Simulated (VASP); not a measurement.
Si (a cell with a defect), 17 atoms in the cell. The cell holds a defect, 17 atoms: a = 7.679 Å, b = 7.679 Å, c = 7.679 Å, α = 60.00°, β = 60.00°, γ = 60.00°. 

- Program: VASP 6.6.1
- Task: single point
- Functional: LDA
- Potentials or basis: VASP PAW LDA potentials, release 64 (Si)
- Cutoff: 520 eV
- k mesh: 2 × 2 × 2
- Occupations: gaussian, width 0.05 eV
- Spin: no spin polarisation
- Dipole correction: no
- Further INCAR settings: LREAL = Auto; ALGO = Normal; EDIFF = 1e-07; NBANDS = 48

Potentials or basis: VASP PAW LDA potentials, release 64 (Si).

Command:

```sh
$ cat potpaw_LDA.64/Si/POTCAR > POTCAR
$ mpirun -np 1 vasp_std > vasp.out
```

Hardware: 1 thread of Intel Xeon 8259CL, on a shared host.

Question: Estimate the wall time of this run.

Answer: Run time: 6.8 min on 1 thread of Intel Xeon 8259CL, with other jobs on the host, peak memory 0.38 GiB. Counts: scf iterations 14, k points 8.
